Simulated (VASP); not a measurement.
Set up this calculation in VASP 6.6.1, as the native input.

* Task: relaxation of cell and atoms
* Functional: PBE
* Potentials or basis: VASP PAW PBE potentials, release 64 (Ru_pv)
* Cutoff: 600 eV
* k mesh: 14 × 14 × 14
* Occupations: fermi-dirac, width 0.05 eV
* Spin: collinear spin, ferromagnetic start
* Starting moments: [1.0] μB
* Dipole correction: no
* Further INCAR settings: ALGO = Normal; EDIFF = 1e-06; IBRION = 2; EDIFFG = -0.01; NSW = 80; ISIF = 3

The structure of Ru lies in POSCAR:

```
Ru
1.0
    0.0000000000      1.8924348942      1.8924348942
    1.8924348942      0.0000000000      1.8924348942
    1.8924348942      1.8924348942      0.0000000000
Ru
1
Direct
    0.0000000000      0.0000000000      0.0000000000
```

This isn't the form of Ru at room conditions, which is hcp.

These files were run (other wordings do the same):

INCAR

```
SYSTEM = Ru
  PREC = Accurate
  ENCUT = 600
  EDIFF = 1E-6
  ISMEAR = -1
  SIGMA = 0.05
  LREAL = .False.
  LASPH = .True.
  NELM = 150
  ALGO = Normal
  ISIF = 3
  LWAVE = .False.
  LCHARG = .False.
  ISPIN = 2
  MAGMOM = 1
  LORBIT = 11
  LMAXMIX = 4
  GGA = PE
  IBRION = 2
  NSW = 80
  EDIFFG = -0.01
```

KPOINTS

```
Automatic mesh
0
Gamma
  14 14 14
  0 0 0
```

Potentials or basis: VASP PAW PBE potentials, release 64 (Ru_pv).

Run with:

```console
$ cat potpaw_PBE.64/Ru_pv/POTCAR > POTCAR
$ mpirun -np 1 vasp_std > vasp.out
```

Results of the run:

```
Relaxed volume                                        : 13.84 Å³/atom
Relaxed cell                                          : a = 2.695 Å, b = 2.695 Å, c = 2.695 Å, α = 60.00°, β = 60.00°, γ = 60.00°
Space group after relaxing (to 0.1 Å)                 : Fm-3m (No. 225)
Energy gained by relaxing                             : 5.6 meV/atom
Ionic steps                                           : 3
Pressure after relaxing                               : -0.1 GPa
Band gap on the k mesh                                : zero (filled and empty bands overlap)
Net moment                                            : 0.00 μB per cell
Valence electrons inside the program's atomic spheres : Ru 12.63
```

Wall time 100 s on 1 thread of Intel Xeon 8259CL (shared host), peak memory 0.18 GiB.
